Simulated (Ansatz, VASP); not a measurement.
## Ti3O4 in VASP and in Ansatz

Contents of POSCAR:

```
Ti3O4
1.0
   -2.0659088900      2.0659088900      4.0891339800
    2.0659088900     -2.0659088900      4.0891339800
    2.0659088900      2.0659088900     -4.0891339800
Ti O
3 4
Direct
    0.2500000000      0.7500000000      0.5000000000
    0.5000000000      0.5000000000      0.0000000000
    0.7500000000      0.2500000000      0.5000000000
    0.0000000000      0.5000000000      0.5000000000
    0.2441151400      0.2441151400      0.0000000000
    0.5000000000      0.0000000000      0.5000000000
    0.7558848600      0.7558848600      0.0000000000
```

The input INCAR.step1:

```
SYSTEM = Ti3O4
  PREC = Accurate
  ENCUT = 520
  ISMEAR = 0
  SIGMA = 0.1
  LREAL = .FALSE.
  LASPH = .TRUE.
  NELM = 150
  ISPIN = 2
  MAGMOM = 1 1 1 0 0 0 0
  LMAXMIX = 4
  LDAU = .TRUE.
  LDAUTYPE = 2
  LDAUL = 2 -1
  LDAUU = 4 0
  LDAUJ = 0 0
  NBANDS = 43
  GGA = PE
  ALGO = Normal
  EDIFF = 1E-4
  LWAVE = .TRUE.
  LCHARG = .FALSE.
```

File INCAR.step2:

```
SYSTEM = Ti3O4
  PREC = Accurate
  ENCUT = 520
  EDIFF = 1E-6
  ISMEAR = 0
  SIGMA = 0.1
  LREAL = .FALSE.
  LASPH = .TRUE.
  NELM = 150
  ALGO = Normal
  ISIF = 2
  LWAVE = .FALSE.
  LCHARG = .TRUE.
  ISPIN = 2
  MAGMOM = 1 1 1 0 0 0 0
  LORBIT = 11
  LMAXMIX = 4
  LDAU = .TRUE.
  LDAUTYPE = 2
  LDAUL = 2 -1
  LDAUU = 4 0
  LDAUJ = 0 0
  LDAUPRINT = 1
  METAGGA = R2SCAN
  LMIXTAU = .TRUE.
  LELF = .TRUE.
  LVHAR = .TRUE.
  NBANDS = 43
  ISTART = 1
```

The input KPOINTS:

```
Automatic mesh
0
G
  6 6 6
  0 0 0
```

Input for Ansatz:

```yaml
crystal:
  lattice:
    - [-2.06590889, 2.06590889, 4.08913398]
    - [2.06590889, -2.06590889, 4.08913398]
    - [2.06590889, 2.06590889, -4.08913398]
  atoms:
    - { symbol: Ti, position: [0.25, 0.75, 0.5], spin: 1.0 }
    - { symbol: Ti, position: [0.5, 0.5, 0.0], spin: 1.0 }
    - { symbol: Ti, position: [0.75, 0.25, 0.5], spin: 1.0 }
    - { symbol: O, position: [0.0, 0.5, 0.5] }
    - { symbol: O, position: [0.24411514, 0.24411514, 0.0] }
    - { symbol: O, position: [0.5, 0.0, 0.5] }
    - { symbol: O, position: [0.75588486, 0.75588486, 0.0] }
basis:
  ecutwfc: 500
kpoints:
  mp_grid: { grid: [6, 6, 6] }
hamiltonian:
  xc: r2scan
  hubbard: { sites: [{ species: Ti, l: d, u_eff: 4.0 }] }
scf:
  occupations: { method: gaussian, width: 0.1 }
  lower_state_search: "off"
output:
  forces: true
  stress: true
  eigenvalues: true
  populations: true
magnetization:
  spin_polarized: true
```

Alike in both runs: task single point; functional r2SCAN; k mesh 6 × 6 × 6; occupations gaussian, width 0.1 eV; collinear spin; Hubbard terms Ti d U = 4.0 eV.

```csv
,VASP,Ansatz
version,VASP 6.6.1,Ansatz 0.2.0
potentials or method,"VASP PAW PBE potentials, release 64 (Ti_sv, O), cutoff 520 eV","scalar-relativistic, plane waves, PAW"
valence electrons in the cell,60,60
```

Ansatz gave:

| Quantity | Value |
| --- | --- |
| pressure (GPa) | 23.5 |
| traceless stress, the component that is largest in VASP (GPa) | -11.82 |
| rms of the force components (eV/Å) | 0.004 |
| net moment per atom (μB) | 0.57 |
| size of the moment on the site where the two differ most (μB) | 1.12 |

Estimate VASP's values.

pressure (GPa): 10.5; traceless stress, the component that is largest in VASP (GPa): 0.14; rms of the force components (eV/Å): 0.093; net moment per atom (μB): 0.00; size of the moment on the site where the two differ most (μB): 0.00.

The net moments are unlike, so the other rows may belong to different states. VASP's potentials were made for PBE, not for r2SCAN. Site moments also hang on the region over which each program counts them. The programs project onto different local orbitals, so the same U acts differently, and such runs can settle in different states. Atom by atom the forces differ by 0.088 eV/Å (rms over components). Ansatz's warnings: stability check not made.
